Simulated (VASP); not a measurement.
Write the native input for VASP 6.6.1 that does the following.

| Quantity | Value |
| --- | --- |
| Task | single point |
| Functional | PBE |
| Potentials or basis | VASP PAW PBE potentials, release 64 (Hf_pv, O) |
| Cutoff | 520 eV |
| k mesh | 8 × 8 × 8 |
| Occupations | gaussian, width 0.05 eV |
| Spin | no spin polarisation |
| Dipole correction | no |
| Further INCAR settings | ALGO = Normal; EDIFF = 1e-06; NBANDS = 18 |

The structure of HfO2 lies in POSCAR:

```
HfO2
1.0
    0.0000000000      2.6508762353      2.5489194570
    2.6169756065      0.0000000000      2.5489194570
    2.6169756065      2.6508762353      0.0000000000
Hf O
1 2
Direct
    0.0000000000      0.0000000000      0.0000000000
    0.2500000000      0.2500000000      0.2500000000
    0.7500000000      0.7500000000      0.7500000000
```

This cell differs from its parent crystal: normal strain along x +0.0267, normal strain along y +0.0400.

The input as run:

INCAR

```
SYSTEM = HfO2
  ALGO = Normal
  EDIFF = 1E-6
  ENCUT = 520
  GGA = PE
  ISIF = 2
  ISMEAR = 0
  LASPH = .True.
  LCHARG = .False.
  LREAL = .False.
  LWAVE = .False.
  NBANDS = 18
  NELM = 80
  PREC = Accurate
  SIGMA = 0.05
```

KPOINTS

```
k-points
0
Gamma
  8 8 8
  0 0 0
```

Potentials or basis: VASP PAW PBE potentials, release 64 (Hf_pv, O).

Command:

```console
$ cat potpaw_PBE.64/Hf_pv/POTCAR potpaw_PBE.64/O/POTCAR > POTCAR
$ mpirun -np 1 vasp_std > vasp.out
```

It gave:

```
Pressure               : -17.0 GPa
Band gap on the k mesh : 3.26 eV (least direct gap 3.32 eV)
```

Caveat: the cell differs from its parent crystal (normal strain along x +0.0267, normal strain along y +0.0400); the cell stands under tension; spin-orbit coupling is left out, which moves the levels of the heavy elements.

Run time: 96 s on 1 thread of Intel Xeon 8259CL (shared host), peak memory 0.2 GiB.
